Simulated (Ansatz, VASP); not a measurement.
## Re: VASP beside Ansatz

```
CELL_PARAMETERS angstrom
2.65496 0.00000 0.00000
-1.32748 2.29926 0.00000
0.00000 0.00000 4.16200
ATOMIC_POSITIONS crystal
Re 0.33333 0.66667 0.25000
Re 0.66667 0.33333 0.75000
```

Change from the starting cell: equal xx and yy strain of +2 %, crystal datasets.

Alike in both runs: task electric field gradients; functional PBE; k mesh 14 × 14 × 8; occupations fermi-dirac, width 0.05 eV; no spin polarisation.

```csv
,VASP,Ansatz
version,VASP 6.6.1,Ansatz 0.2.0
potentials or method,"VASP PAW PBE potentials, release 64 (Re), cutoff 520 eV","all-electron PAW with datasets made for the crystal, scalar-relativistic"
```

Ansatz gave:

| Quantity | Value |
| --- | --- |
| pressure (GPa) | 84.8 |
| traceless stress, the component that is largest in VASP (GPa) | 15.15 |
| size of Vzz on the site where it differs most (V/Å²) | 117.3 |

What did VASP give for the same quantities?

Pressure (GPa): 86.5; traceless stress, the component that is largest in VASP (GPa): 14.98; size of Vzz on the site where it differs most (V/Å²): 150.7.

Both programs put the cell under a high pressure, so it lies far from rest at this level. Ansatz ran all-electron here, and VASP with PAW potentials.

Neither program's run includes spin-orbit coupling. Noted on VASP's run: the cell as given lies far from equilibrium.
